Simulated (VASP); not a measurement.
Input of a VASP 6.6.1 run:

File INCAR:

```
PREC     = Accurate       # precision mode
ENCUT    = 520            # plane-wave cutoff, eV
EDIFF    = 1E-6           # SCF threshold, eV
ISMEAR   = -1             # smearing method
SIGMA    = 0.1            # smearing width, eV
LREAL    = F              # projectors in reciprocal space
LASPH    = T              # aspherical terms in the spheres
NELM     = 80             # most SCF steps
ALGO     = Normal         # electronic algorithm
ISIF     = 2              # what is computed and relaxed
LWAVE    = F              # write WAVECAR
LCHARG   = T              # write CHGCAR
LELF     = T              # ELF
LVHAR    = T            
NBANDS   = 16             # bands
```

The input KPOINTS:

```
Automatic mesh
0
Gamma
  9 9 9
```

POSCAR

```
Be3Pd
1.0
   -1.6339961828      1.6339961828      3.5274542150
    1.6339961828     -1.6339961828      3.5274542150
    1.6339961828      1.6339961828     -3.5274542150
Be Pd
3 1
Direct
    0.7500000000      0.2500000000      0.5000000000
    0.2500000000      0.7500000000      0.5000000000
    0.5000000000      0.5000000000      0.0000000000
    0.0000000000      0.0000000000      0.0000000000
```

Potentials or basis: VASP PAW LDA potentials, release 64 (Be, Pd).

The run is started by

```sh
$ cat potpaw_LDA.64/Be/POTCAR potpaw_LDA.64/Pd/POTCAR > POTCAR
$ mpirun -np 1 vasp_std > vasp.out
```

Problem. Estimate the band gap on the k mesh.

Solution. Zero (band 8 reaches 11.80 eV, above the bottom of band 9 at 7.17 eV).

Problem. What does it give for the pressure?

Solution. 0.6 GPa.
